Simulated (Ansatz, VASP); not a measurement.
Two plane-wave programs on CoSi

```
Co Si
1.0
     0.00000    2.27561    2.27561
     2.27561    0.00000    2.27561
     2.27561    2.27561    0.00000
Co Si
1 1
Direct
  0.00000 0.00000 0.00000
  0.50000 0.50000 0.50000
```

Change from the starting cell: volume scaled by 0.93, to set the pressure.

Alike in both runs: task single point; functional PBE; k mesh 15 × 15 × 15; occupations fermi-dirac, width 0.05 eV; no spin polarisation.

|  | VASP | Ansatz |
| --- | --- | --- |
| version | VASP 6.6.1 | Ansatz 0.2.0 |
| potentials or method | VASP PAW PBE potentials, release 64 (Co, Si) | PAW with Ansatz's default frozen-core files, scalar-relativistic |
| plane-wave cutoff (eV) | 520 | 420 |
| valence electrons in the cell | 13 | 21 |

|  | VASP | Ansatz | Ansatz less VASP |
| --- | --- | --- | --- |
| pressure (GPa) | 13.7 | 13.7 | 0.00 |

The functional is the same, so the differences come from potentials, cutoffs and numerics. VASP's potentials hold 13 valence electrons a cell and Ansatz's 21, so a difference there can come from the potentials and not from the codes.
